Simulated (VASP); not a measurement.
Set up this calculation in VASP 6.6.1, as the native input.

```
Task                   : single point
Functional             : r2SCAN
Potentials or basis    : VASP PAW PBE potentials, release 64 (Pb_d)
Cutoff                 : 550 eV
k mesh                 : 9 × 9 × 9
Occupations            : methfessel-paxton, width 0.0101 eV
Spin                   : no spin polarisation
Dipole correction      : no
Further INCAR settings : ALGO = Normal; EDIFF = 1e-06; NBANDS = 13
```

Pb:

```
CELL_PARAMETERS angstrom
0.00000 2.49819 2.49819
2.49819 0.00000 2.49819
2.49819 2.49819 0.00000
ATOMIC_POSITIONS crystal
Pb 0.00000 0.00000 0.00000
```

The input as run:

POSCAR

```
Pb
1.0
    0.0000000000      2.4981950000      2.4981950000
    2.4981950000      0.0000000000      2.4981950000
    2.4981950000      2.4981950000      0.0000000000
Pb
1
Direct
    0.0000000000      0.0000000000      0.0000000000
```

INCAR.step1

```
SYSTEM = Pb
ALGO = Normal ; EDIFF = 1E-5
ENCUT = 550 ; GGA = PE
GGA_COMPAT = .False. ; ISMEAR = 1
LASPH = .True. ; LCHARG = .False.
LREAL = .False. ; LWAVE = .True.
NBANDS = 13 ; NELM = 120
PREC = Accurate ; SIGMA = 0.0101
```

INCAR.step2

```
SYSTEM = Pb
ALGO = Normal ; EDIFF = 1E-6
ENCUT = 550 ; GGA_COMPAT = .False.
ISIF = 2 ; ISMEAR = 1
ISTART = 1 ; LASPH = .True.
LCHARG = .False. ; LMIXTAU = .True.
LREAL = .False. ; LWAVE = .False.
METAGGA = R2SCAN ; NBANDS = 13
NELM = 120 ; PREC = Accurate
SIGMA = 0.0101
```

KPOINTS

```
k-points
0
Gamma
  9 9 9
  0 0 0
```

Potentials or basis: VASP PAW PBE potentials, release 64 (Pb_d).

Run with:

```console
$ cat potpaw_PBE.64/Pb_d/POTCAR > POTCAR
$ cp INCAR.step1 INCAR
$ mpirun -np 1 vasp_std > vasp.out
$ cp INCAR.step2 INCAR
$ mpirun -np 1 vasp_std > vasp.out
```

It gave:

```json
{
  "Pressure": "-0.3 GPa",
  "Band gap on the k mesh": "zero (band 7 reaches 14.42 eV, above the bottom of band 8 at 5.33 eV)"
}
```

Caveat: the PAW data sets were made with another functional, which shifts forces and pressure a little; spin-orbit coupling is left out, which moves the levels of the heavy elements.

It took 2.1 min on 1 thread of Intel Xeon 8259CL, on a shared host, peak memory 0.17 GiB.
